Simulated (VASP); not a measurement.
# Co (I4_1/amd) in VASP: relaxation of cell and atoms with revPBE

Aim: the relaxation of cell and atoms of Co with revPBE.

Program: VASP 6.6.1. These are calculated values, not measurements. Logs are shortened: lines on timing, memory, paths and dates and some standing lists are left out, and cuts for length are marked.

### Step 1. The cell of the first run

It takes space group I4_1/amd (No. 141, tetragonal). The conventional cell has a = 4.400 Å, b = 4.400 Å, c = 2.402 Å, α = 90.00°, β = 90.00°, γ = 90.00°. Co (site symmetry -4m2) has 10 Co at 2.28 to 2.84 Å within 3.0 Å.

### Step 2. Relaxation of cell and atoms, revPBE

INCAR reads:

```
ALGO = Normal
EDIFF = 1E-7
EDIFFG = -0.01
ENCUT = 600
GGA = RE
IBRION = 2
ISIF = 3
ISMEAR = -1
ISYM = 0
LASPH = True
LCHARG = False
LREAL = False
LWAVE = False
NELM = 100
NSW = 80
PREC = Accurate
SIGMA = 0.1
```

KPOINTS reads:

```
k-points
0
Gamma
  15 15 10
```

POSCAR reads:

```
Co
1.0
   -2.1999784191      2.1999784191      1.2011882168
    2.1999784191     -2.1999784191      1.2011882168
    2.1999784191      2.1999784191     -1.2011882168
Co
2
Direct
    0.0000000000      0.0000000000      0.0000000000
    0.7500000000      0.2500000000      0.5000000000
```

Potentials or basis: VASP PAW PBE potentials, release 64 (Co).

Started as:

```
$ cat potpaw_PBE.64/Co/POTCAR > POTCAR
$ mpirun -np 1 vasp_std > vasp.out
```

OUTCAR:

```text
EDIFF = 1E-7
   EDIFFG = -0.01
   ENCUT = 600
   GGA = RE
   IBRION = 2
   ISIF = 3
   ISMEAR = -1
   ISYM = 0
   LASPH = True
   LREAL = False
   NELM = 100
   NSW = 80
   PREC = Accurate

 ion  position               nearest neighbor table
   1  0.000  0.000  0.000-   2 2.28   2 2.28   2 2.28   2 2.28   2 2.84   2 2.84   2 2.84   2 2.84

   2  0.750  0.250  0.500-   1 2.28   1 2.28   1 2.28   1 2.28   1 2.84   1 2.84   1 2.84   1 2.84

IMPORTANT INFORMATION: All symmetrisations will be switched off!
NOSYMM: (Re-)initialisation of all symmetry stuff for point group C_1.

----------------------------------------------------------------------------------------

                                     Primitive cell

  volume of cell :      23.2545

  direct lattice vectors                    reciprocal lattice vectors
    -2.199978419  2.199978419  1.201188217     0.000000000  0.227274957  0.416254500
     2.199978419 -2.199978419  1.201188217     0.227274957  0.000000000  0.416254500
     2.199978419  2.199978419 -1.201188217     0.227274957  0.227274957  0.000000000

  length of vectors
     3.335065700  3.335065700  3.335065700     0.474259121  0.474259121  0.321415326

  position of ions in fractional coordinates (direct lattice)
     0.000000000  0.000000000  0.000000000
     0.750000000  0.250000000  0.500000000

  ion indices of the primitive-cell ions
   primitive index   ion index
                 1           1
                 2           2

----------------------------------------------------------------------------------------

 KPOINTS: k-points

Automatic generation of k-mesh.
 Grid dimensions read from file:
 generate k-points for:   15   15   10

 Generating k-lattice:

  Cartesian coordinates                     Fractional coordinates (reciprocal lattice)
     0.000000000  0.015151664  0.027750300     0.066666667  0.000000000  0.000000000
     0.015151664  0.000000000  0.027750300     0.000000000  0.066666667  0.000000000
     0.022727496  0.022727496  0.000000000     0.000000000  0.000000000  0.100000000

  Length of vectors
     0.031617275  0.031617275  0.032141533

  Shift w.r.t. Gamma in fractional coordinates (k-lattice)
     0.000000000  0.000000000  0.000000000

 -----------------------------------------------------------------------------
|                                                                             |
|           W    W    AA    RRRRR   N    N  II  N    N   GGGG   !!!           |
|           W    W   A  A   R    R  NN   N  II  NN   N  G    G  !!!           |
|           W    W  A    A  R    R  N N  N  II  N N  N  G       !!!           |
|           W WW W  AAAAAA  RRRRR   N  N N  II  N  N N  G  GGG   !            |
|           WW  WW  A    A  R   R   N   NN  II  N   NN  G    G                |
|           W    W  A    A  R    R  N    N  II  N    N   GGGG   !!!           |
|                                                                             |
|     Your reciprocal lattice and k-lattice belong to different lattice       |
|     classes:                                                                |
|                                                                             |
|        The reciprocal lattice is body-centered tetragonal,                  |
|        whereas your k-lattice is base-centered monoclinic.                  |
|                                                                             |
|     Results are often still useful ...                                      |
|                                                                             |
 -----------------------------------------------------------------------------

 WARNING: IBZKPT: internal override: KBLOWUP is changed to .FALSE.
      ... skipping the blow-up phase ...

 Subroutine IBZKPT returns following result:
 ===========================================

 Found   1126 irreducible k-points:

 Following reciprocal coordinates:
            Coordinates               Weight
  0.000000  0.000000  0.000000      1.000000
  0.066667  0.000000  0.000000      2.000000
  0.133333  0.000000  0.000000      2.000000
  0.200000  0.000000  0.000000      2.000000
  0.266667  0.000000  0.000000      2.000000
  0.333333 -0.000000  0.000000      2.000000
[... 16 lines left out ...]
 -0.066667  0.066667  0.000000      2.000000
  0.000000  0.133333  0.000000      2.000000
 [... further k-points ...]
   k-points           NKPTS =   1126   k-points in BZ     NKDIM =   1126   number of bands    NBANDS=     13
   number of dos      NEDOS =    301   number of ions     NIONS =      2
   total plane-waves  NPLWV =  21952
   dimension x,y,z NGX =    28 NGY =   28 NGZ =   28
   dimension x,y,z NGXF=    56 NGYF=   56 NGZF=   56
   ions per type =               2
   NGX,Y,Z   is equivalent  to a cutoff of  13.96, 13.96, 13.96 a.u.
   NGXF,Y,Z  is equivalent  to a cutoff of  27.91, 27.91, 27.91 a.u.
 SYSTEM =  unknown system
   PREC   = accura    normal or accurate (medium, high low for compatibility)
   ISTART =      0    job   : 0-new  1-cont  2-samecut
   ICHARG =      2    charge: 1-file 2-atom 10-const
   ISPIN  =      1    spin polarized calculation?
   LNONCOLLINEAR =      F non collinear calculations
   LSORBIT =      F    spin-orbit coupling
   LASPH  =      T    aspherical Exc in radial PAW
   ENCUT  =  600.0 eV  44.10 Ry    6.64 a.u.   6.66  6.66  6.66*2*pi/ulx,y,z
   NELM   =    100;   NELMIN=  2; NELMDL= -5     # of ELM steps
   EDIFF  = 0.1E-06   stopping-criterion for ELM
   LREAL  =      F    real-space projection
   EDIFFG = -.1E-01   stopping-criterion for IOM
   NSW    =     80    number of steps for IOM
   IBRION =      2    ionic relax: 0-MD 1-quasi-New 2-CG
   NFREE  =      1    steps in history (QN), initial steepest desc. (CG)
   ISIF   =      3    stress and relaxation
   ISYM   =      0    0-nonsym 1-usesym 2-fastsym
   POTIM  = 0.5000    time-step for ionic-motion
   TEBEG  =    0.0;   TEEND  =   0.0 temperature during run
   PSTRESS=    0.0 pullay stress
   NELECT =      18.0000    total number of electrons
   NUPDOWN=      -1.0000    fix difference up-down
   EMIN   =  10.00;   EMAX   =-10.00  energy-range for DOS
   EFERMI =   0.00;   METHOD = LEGACY
   ISMEAR =    -1;   SIGMA  =   0.10  broadening in eV -4-tet -1-fermi 0-gaus
   EFERMI_NEDOS =   21; number of points for ismear=-14 and -15
   IALGO  =     38    algorithm
   IMIX   =      4    mixing-type and parameters
     AMIX     =   0.40;   BMIX     =  1.00
     AMIX_MAG =   1.60;   BMIX_MAG =  1.00
  volume/ion in A,a.u.               =      11.63        78.46
  Fermi-wavevector in a.u.,A,eV,Ry     =   1.503129  2.840503 30.740976  2.259398
  Thomas-Fermi vector in A             =   2.614280
   LORBIT       =      0    0 simple, 1 ext, 2 COOP (PROOUT), +10 PAW based schemes
   GGA     = RE    functional components
   LHFCALC =     F    Hartree Fock is set to
   AEXX    =    0.0000 exact exchange contribution
   IVDW    =     0    specifies the selected vdW correction
   LEPSILON=     F    determine dielectric tensor
   LRPA    =     F    only Hartree local field effects (RPA)
 conjugate gradient relaxation of ions
 non-spin polarized calculation
  energy-cutoff  :      600.00
  volume of cell :       23.25
 maximum number of plane-waves:       792
   NGX = 13   NGY = 13   NGZ = 13

--------------------------------------- Ionic step        1  -------------------------------------------

 number of electron      17.9999991 magnetization

 Free energy of the ion-electron system (eV)
  ---------------------------------------------------
  ext. energy  EPLUGINS =         0.00000000
  ---------------------------------------------------
  free energy    TOTEN  =       -11.82414054 eV

  energy without entropy =      -11.65276361  energy(sigma->0) =      -11.73845207

------------------------ aborting loop because EDIFF is reached ----------------------------------------

  FORCE on cell =-STRESS in cart. coord.  units (eV):
  Direction    XX          YY          ZZ          XY          YZ          ZX
  --------------------------------------------------------------------------------------
  -------------------------------------------------------------------------------------
  Total       -0.7530368     -0.7530375      0.7374492      0.0000342     -0.0002174     -0.0002175
  in kB      -51.8822607    -51.8823111     50.8083148      0.0023595     -0.0149773     -0.0149869
  external PRESSURE =     -17.6520857 kB  Pullay stress =       0.0000000 kB

 VOLUME and BASIS-vectors are now :
 -----------------------------------------------------------------------------
  energy-cutoff  :      600.00
  volume of cell :       23.25
      direct lattice vectors                 reciprocal lattice vectors
    -2.199978419  2.199978419  1.201188217     0.000000000  0.227274957  0.416254500
     2.199978419 -2.199978419  1.201188217     0.227274957  0.000000000  0.416254500
     2.199978419  2.199978419 -1.201188217     0.227274957  0.227274957  0.000000000
[... 109 lines left out ...]
 POSITION                                       TOTAL-FORCE (eV/Angst)
 -----------------------------------------------------------------------------------
     -2.16589      2.16586      1.23516         0.000097     -0.000097      0.000000
     -0.00000      2.16590      0.61756        -0.000097      0.000097     -0.000000
 -----------------------------------------------------------------------------------
    total drift:                                0.000000     -0.000000     -0.000000

  FREE ENERGIE OF THE ION-ELECTRON SYSTEM (eV)
  ---------------------------------------------------
  free  energy   TOTEN  =       -11.8450895881 eV

  energy  without entropy=      -11.6866607380  energy(sigma->0) =      -11.76587516

--------------------------------------- Ionic step        5  -------------------------------------------

 number of electron      18.0000007 magnetization

 Free energy of the ion-electron system (eV)
  ---------------------------------------------------
  ext. energy  EPLUGINS =         0.00000000
  ---------------------------------------------------
  free energy    TOTEN  =       -11.84569476 eV

  energy without entropy =      -11.68786665  energy(sigma->0) =      -11.76678071

 E-fermi :   9.4410     XC(G=0): -12.9196

 val. band max:        9.4402465085   @ k =   0.2667  -0.2667   0.4000
 cond. band min:       9.4414000219   @ k =   0.3333  -0.0000   0.3000
 fundamental gap:      0.0011535134
 Fermi energy:         9.4410494986

 k-point     1 :       0.0000    0.0000    0.0000
  band No.  band energies     occupation
      1       1.0614      2.00000
      2       5.0737      2.00000
      3       6.1625      2.00000
      4       6.7635      2.00000
      5       7.2304      2.00000
      6       8.8335      1.99541
      7       8.8335      1.99541
      8       8.8936      1.99165
      9       8.8936      1.99165
     10       9.9968      0.00768
     11      10.5730      0.00002
     12      16.5419      0.00000
     13      16.5421      0.00000

 k-point     2 :       0.0667    0.0000    0.0000
  band No.  band energies     occupation
      1       1.2199      2.00000
      2       5.1380      2.00000
      3       6.1696      2.00000
      4       6.8706      2.00000
      5       7.2738      2.00000
      6       8.5744      1.99966
      7       8.6003      1.99955
      8       8.9863      1.97904
      9       8.9883      1.97861
     10       9.9761      0.00944
     11      10.5171      0.00004
[... 339 lines left out ...]
 k-point    24 :       0.0000    0.1333    0.0000
  band No.  band energies     occupation
      1       1.6858      2.00000
      2       5.3191      2.00000
      3       6.2119      2.00000
      4       7.1047      2.00000
      5       7.3832      2.00000
      6       8.1676      1.99999
      7       8.3583      1.99996
      8       8.9089      1.99028
      9       8.9625      1.98344
     10       9.9150      0.01734
     11      10.4114      0.00012
     12      16.8836      0.00000
     13      17.0958      0.00000

 [... further k-points ...]

------------------------ aborting loop because EDIFF is reached ----------------------------------------

  FORCE on cell =-STRESS in cart. coord.  units (eV):
  Direction    XX          YY          ZZ          XY          YZ          ZX
  --------------------------------------------------------------------------------------
  -------------------------------------------------------------------------------------
  Total       -0.0064126     -0.0064122      0.0069818      0.0002134     -0.0002349     -0.0002349
  in kB       -0.4459719     -0.4459458      0.4855574      0.0148438     -0.0163392     -0.0163338
  external PRESSURE =      -0.1354535 kB  Pullay stress =       0.0000000 kB

 VOLUME and BASIS-vectors are now :
 -----------------------------------------------------------------------------
  energy-cutoff  :      600.00
  volume of cell :       23.04
      direct lattice vectors                 reciprocal lattice vectors
    -2.164025969  2.164006784  1.229854207     0.000002525  0.231054381  0.406554056
     2.164006791 -2.164025961  1.229854202     0.231054380  0.000002524  0.406554056
     2.164039918  2.164039907 -1.229889007     0.231050366  0.231050367  0.000003603

 POSITION                                       TOTAL-FORCE (eV/Angst)
 -----------------------------------------------------------------------------------
      0.00002      4.32804     -0.00003         0.000127     -0.000127     -0.000000
     -0.00000      2.16402      0.61491        -0.000127      0.000127      0.000000
 -----------------------------------------------------------------------------------
    total drift:                               -0.000000      0.000000     -0.000000

  FREE ENERGIE OF THE ION-ELECTRON SYSTEM (eV)
  ---------------------------------------------------
  free  energy   TOTEN  =       -11.8456947630 eV

  energy  without entropy=      -11.6878666540  energy(sigma->0) =      -11.76678071

 reached required accuracy - stopping structural energy minimisation
```

It took 36 min on 1 thread of Oxide Virtual Turin-like, shared host; peak memory 0.46 GiB.

What came out:

- Free energy: -11.8457 eV
- Relaxed volume: 11.52 Å³/atom
- Relaxed cell: a = 3.298 Å, b = 3.298 Å, c = 3.298 Å, α = 97.99°, β = 97.99°, γ = 136.21°
- Space group after relaxing (to 0.1 Å): I4_1/amd (No. 141)
- Energy gained by relaxing: 10.8 meV/atom
- Ionic steps: 5
- Pressure after relaxing: 0.0 GPa
- Band gap on the k mesh: zero (bands 9 and 10 overlap by 1.17 eV)

Step by step:
```tsv
step	energy change (eV)	largest force (eV/Å)	pressure (GPa)	volume (Å³)
1	0.0000	0.0000	-1.77	23.25
2	-0.0201	0.0003	1.83	22.82
3	-0.0202	0.0003	1.69	22.83
4	-0.0209	0.0001	-1.14	23.18
5	-0.0216	0.0002	-0.01	23.04
```

Final structure:
```
Co
1.0
    -2.16403    2.16401    1.22985
     2.16401   -2.16403    1.22985
     2.16404    2.16404   -1.22989
Co
2
Direct
  0.00000 0.00000 0.00000
  0.75000 0.25000 0.50000
```

Caveat: the PAW data sets were made with another functional, which shifts forces and pressure a little; the run has no spin polarisation, though such a crystal can be magnetic. Spin polarisation is off, so any magnetic state and its effect on volume and gap are missing.
